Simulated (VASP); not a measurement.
A run of VASP 6.6.1 is set up as follows.

The input INCAR:

```
PREC = Accurate
ENCUT = 520
EDIFF = 1E-7
ISMEAR = 0
SIGMA = 0.1
LREAL = False
LASPH = True
NELM = 150
ALGO = Normal
ISIF = 2
LWAVE = False
LCHARG = False
ISPIN = 2
MAGMOM = -1 1 0 0 0 0 0 0 0 0
LORBIT = 11
LMAXMIX = 4
GGA = PE
NBANDS = 44
```

File KPOINTS:

```
regular mesh
0
Gamma
  4 4 4
```

POSCAR

```
OsRuC4N4
1.0
    5.7743411771      0.0000000000      0.0000000000
    0.0000000000      5.7743411771      0.0000000000
    0.0000000000      0.0000000000      5.7743411771
Ru Os C N
1 1 4 4
Direct
    0.5000000000      0.5000000000      0.5000000000
    0.0000000000      0.0000000000      0.0000000000
    0.1902039678      0.1902039678      0.1902039678
    0.1902039678      0.8097960322      0.8097960322
    0.8097960322      0.1902039678      0.8097960322
    0.8097960322      0.8097960322      0.1902039678
    0.3108783162      0.3108783162      0.3108783162
    0.3108783162      0.6891216838      0.6891216838
    0.6891216838      0.3108783162      0.6891216838
    0.6891216838      0.6891216838      0.3108783162
```

Potentials or basis: VASP PAW PBE potentials, release 64 (Ru_pv, Os, C, N).

Launch:

```sh
$ cat potpaw_PBE.64/Ru_pv/POTCAR potpaw_PBE.64/Os/POTCAR potpaw_PBE.64/C/POTCAR potpaw_PBE.64/N/POTCAR > POTCAR
$ mpirun -np 1 vasp_std > vasp.out
```

Problem. What does it give for the largest force?

Solution. 0.226 eV/Å.

Problem. What does it give for the net moment?

Solution. 0.00 μB per cell.

Forces in eV/Å, atoms in the order of the input:
```
Ru   0.000  0.000  0.000
Os   0.000  0.000  0.000
C   -0.029 -0.029 -0.029
C   -0.029  0.029  0.029
C    0.029 -0.029  0.029
C    0.029  0.029 -0.029
N    0.131  0.131  0.131
N    0.131 -0.131 -0.131
N   -0.131  0.131 -0.131
N   -0.131 -0.131  0.131
```
